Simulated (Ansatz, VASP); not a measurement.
## Ge: VASP beside Ansatz

The input INCAR:

```
SYSTEM = Ge
ALGO = Normal
EDIFF = 1E-6
ENCUT = 520
GGA = PS
ISIF = 2
ISMEAR = 0
LASPH = .TRUE.
LCHARG = .FALSE.
LREAL = .FALSE.
LWAVE = .FALSE.
NBANDS = 13
NELM = 100
PREC = Accurate
SIGMA = 0.1
```

The input KPOINTS:

```
k-points
0
G
  9 9 9
  0 0 0
```

File POSCAR:

```
Ge
1.0
    1.3734157635     -2.5564152123      0.0000000000
    1.3734157635      2.5564152123      0.0000000000
    0.0000000000      0.0000000000      2.6524589601
Ge
1
Direct
    0.5000000000      0.5000000000      0.0000000000
```

Input for Ansatz:

```yaml
crystal:
  lattice:
    - [1.3734157635279565, -2.5564152122642976, 0.0]
    - [1.3734157635279565, 2.5564152122642976, 0.0]
    - [0.0, 0.0, 2.652458960096723]
  atoms:
    - { symbol: Ge, position: [0.5, 0.5, 0.0] }
basis:
  ecutwfc: 630.0
  ecutrho_ratio: 4
kpoints:
  mp_grid:
    grid: [9, 9, 9]
hamiltonian:
  xc: pbesol
scf:
  max_iter: 200
  convergence:
    dr2_threshold: 1.0e-05
  mixing:
    algorithm: msr1
    beta: 0.4
    ndim: 12
  occupations:
    method: gaussian
    width: 0.1
output:
  stress: true
```

Alike in both runs: task single point; functional PBEsol; k mesh 9 × 9 × 9; occupations gaussian, width 0.1 eV; no spin polarisation.

|  | VASP | Ansatz |
| --- | --- | --- |
| version | VASP 6.6.1 | Ansatz 0.2.0 |
| potentials or method | VASP PAW PBE potentials, release 64 (Ge_d), cutoff 520 eV | plane waves, PAW |
| valence electrons in the cell | 14 | 14 |

```csv
,VASP,Ansatz,Ansatz less VASP
pressure (GPa),-0.6,-0.6,+0.09
"traceless stress, the component that is largest in VASP (GPa)",2.16,2.14,-0.023
```

VASP's potentials were made for PBE, not for PBEsol. With one functional, cell and mesh, what is left measures potentials, basis and numerics. Ansatz's warnings: stress scf threshold loose.
